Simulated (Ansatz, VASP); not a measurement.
# Br: VASP beside Ansatz

Contents of INCAR:

```
PREC     = Accurate       # precision mode
ENCUT    = 520            # plane-wave cutoff, eV
EDIFF    = 1E-6           # SCF threshold, eV
ISMEAR   = 0              # smearing method
SIGMA    = 0.15           # smearing width, eV
LREAL    = F              # projectors in reciprocal space
LASPH    = T              # aspherical terms in the spheres
NELM     = 60             # most SCF steps
ALGO     = Normal         # electronic algorithm
ISIF     = 2              # what is computed and relaxed
LWAVE    = F              # write WAVECAR
LCHARG   = F              # write CHGCAR
GGA      = PE             # functional
IVDW     = 12             # dispersion correction
NBANDS   = 18             # bands
```

File KPOINTS:

```
Automatic mesh
0
Gamma
  12 12 12
```

Contents of POSCAR:

```
Br
1.0
    5.0300985932      0.0000000000      0.0000000000
    0.0000000000      5.0300985932      0.0000000000
    0.0000000000      0.0000000000      3.5562797054
Br
3
Direct
    0.5000000000      0.0000000000      0.0000000000
    0.0000000000      0.5000000000      0.0000000000
    0.0000000000      0.0000000000      0.5000000000
```

Input for Ansatz:

```yaml
crystal:
  lattice:
    - [5.0300985932, 0.0, 0.0]
    - [0.0, 5.0300985932, 0.0]
    - [0.0, 0.0, 3.5562797054]
  atoms:
    - { symbol: Br, position: [0.5, 0.0, 0.0] }
    - { symbol: Br, position: [0.0, 0.5, 0.0] }
    - { symbol: Br, position: [0.0, 0.0, 0.5] }
basis:
  ecutwfc: 420
kpoints:
  mp_grid: { grid: [12, 12, 12] }
hamiltonian:
  xc: pbe
  dispersion: d3bj
scf:
  occupations: { method: gaussian, width: 0.15 }
output:
  forces: true
  stress: true
  eigenvalues: true
```

Alike in both runs: task single point; functional PBE; dispersion D3(BJ); k mesh 12 × 12 × 12; occupations gaussian, width 0.15 eV; no spin polarisation.

|  | VASP | Ansatz |
| --- | --- | --- |
| version | VASP 6.6.1 | Ansatz 0.2.0 |
| potentials or method | VASP PAW PBE potentials, release 64 (Br), cutoff 520 eV | scalar-relativistic, plane waves, PAW |
| valence electrons in the cell | 21 | 21 |

|  | VASP | Ansatz | Ansatz less VASP |
| --- | --- | --- | --- |
| gap on the k mesh at the Fermi level (eV) | none | none | - |
| pressure (GPa) | -0.7 | -0.7 | 0.00 |
| traceless stress, the component that is largest in VASP (GPa) | 0.31 | 0.31 | -0.001 |

A gap of «none» marks a metal or a gap that the smearing closes.
